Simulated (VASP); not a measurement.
A run of VASP 6.6.1 is set up as follows.

Contents of INCAR:

```
SYSTEM = AlH
PREC = Accurate ; ENCUT = 600
EDIFF = 1E-6 ; ISMEAR = 0
SIGMA = 0.1 ; LREAL = .False.
LASPH = .True. ; NELM = 80
ALGO = Normal ; ISIF = 3
LWAVE = .False. ; LCHARG = .False.
GGA = PE ; IBRION = 2
NSW = 90 ; EDIFFG = -0.04
```

Contents of KPOINTS:

```
Automatic mesh
0
Gamma
  6 6 4
  0 0 0
```

Contents of POSCAR:

```
AlH
1.0
    2.3140975252     -2.1416655274      0.0000000000
    2.3140975252      2.1416655274      0.0000000000
   -0.9556353274      0.0000000000      5.0364800586
Al H
2 2
Direct
    0.3408278314      0.3408278314      0.2500000000
    0.6591721686      0.6591721686      0.7500000000
    0.1666666667      0.1666666667      0.5000000000
    0.8333333333      0.8333333333      0.5000000000
```

Potentials or basis: VASP PAW PBE potentials, release 64 (Al, H).

The run is started by

```sh
$ cat potpaw_PBE.64/Al/POTCAR potpaw_PBE.64/H/POTCAR > POTCAR
$ mpirun -np 1 vasp_std > vasp.out
```

**Question.** What does it give for the space group after relaxing (to 0.05 Å)?

**Answer.** C2/m (No. 12).

**Question.** Estimate the band gap on the k mesh.

**Answer.** Zero (band 4 reaches 9.17 eV, above the bottom of band 5 at 4.16 eV).

**Question.** Estimate the relaxed cell.

**Answer.** a = 3.182 Å, b = 3.182 Å, c = 5.122 Å, α = 111.20°, β = 111.20°, γ = 86.38°.

**Question.** What does it give for the relaxed volume?

**Answer.** 11.24 Å³/atom.

Stress tensor (GPa, compression positive):
```
-0.37  0.00  0.00
 0.00 -0.15  0.00
 0.00  0.00 -0.30
```
